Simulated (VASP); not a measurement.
A run of VASP 6.6.1:

The input POSCAR:

```
AlN
1.0
    3.1138126658      0.0000000000      0.0000000000
   -1.5569063329      2.6966408712      0.0000000000
    0.0000000000      0.0000000000      4.9833864552
Al N
2 2
Direct
    0.3333333333      0.6666666667     -0.0009968573
    0.6666666667      0.3333333333      0.4990031427
    0.3333333333      0.6666666667      0.3809968573
    0.6666666667      0.3333333333      0.8809968573
```

Contents of INCAR.step1:

```
SYSTEM = AlN
PREC = Accurate ; ENCUT = 520
EDIFF = 1E-5 ; ISMEAR = 0
SIGMA = 0.01 ; LREAL = .False.
LASPH = .True. ; NELM = 60
ALGO = Normal ; ISIF = 2
LWAVE = .True. ; GGA = PE
NBANDS = 16
```

File INCAR.step2:

```
SYSTEM = AlN
PREC = Accurate ; ENCUT = 520
EDIFF = 1E-6 ; ISMEAR = 0
SIGMA = 0.01 ; LREAL = .False.
LASPH = .True. ; NELM = 60
ALGO = Normal ; ISIF = 2
LWAVE = .False. ; LCHARG = .True.
GGA = PE ; LHFCALC = .True.
AEXX = 1.0 ; ALDAC = 0.0
AGGAC = 0.0 ; PRECFOCK = Normal
LELF = .True. ; LVHAR = .True.
ISTART = 1 ; NBANDS = 16
```

File KPOINTS:

```
Automatic mesh
0
Gamma
  6 6 4
  0 0 0
```

Potentials or basis: VASP PAW PBE potentials, release 64 (Al, N).

The run is started by

```console
$ cat potpaw_PBE.64/Al/POTCAR potpaw_PBE.64/N/POTCAR > POTCAR
$ cp INCAR.step1 INCAR
$ mpirun -np 1 vasp_std > vasp.out
$ cp INCAR.step2 INCAR
$ mpirun -np 1 vasp_std > vasp.out
```

Hardware: 1 thread of Intel(R) Xeon(R) Platinum 8488C (Sapphire Rapids), with other jobs on the host.

Problem. Estimate the wall time of this run.

Solution. Run time: 19 min on 1 thread of Intel(R) Xeon(R) Platinum 8488C (Sapphire Rapids) (shared host), peak memory 0.18 GiB. Counts: k points 21.
